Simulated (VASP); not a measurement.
Input of a VASP 6.6.1 run:

Contents of INCAR:

```
SYSTEM = BN
PREC = Accurate ; ENCUT = 520
EDIFF = 1E-7 ; ISMEAR = 0
SIGMA = 0.01 ; LREAL = .False.
LASPH = .True. ; NELM = 60
ALGO = Normal ; ISIF = 2
LWAVE = .False. ; LCHARG = .True.
GGA = PS ; LELF = .True.
LVHAR = .True. ; NBANDS = 16
```

KPOINTS

```
Automatic mesh
0
Gamma
  12 12 6
  0 0 0
```

Contents of POSCAR:

```
BN
1.0
    2.5405666191      0.0000000000      0.0000000000
   -1.2702833096      2.2001952322      0.0000000000
    0.0000000000      0.0000000000      4.2026461249
B N
2 2
Direct
    0.3333333333      0.6666666667     -0.0096512396
    0.6666666667      0.3333333333      0.4903487604
    0.3333333333      0.6666666667      0.3836512396
    0.6666666667      0.3333333333      0.8836512396
```

Potentials or basis: VASP PAW PBE potentials, release 64 (B, N).

Launch:

```sh
$ cat potpaw_PBE.64/B/POTCAR potpaw_PBE.64/N/POTCAR > POTCAR
$ mpirun -np 1 vasp_std > vasp.out
```

(1) Estimate the band gap on the k mesh.

(2) Predict the largest force.

## Answers

(1) 5.31 eV, indirect (least direct gap 7.49 eV).

(2) 1.551 eV/Å.

Caveat: the PAW data sets were made with another functional, which shifts forces and pressure a little.
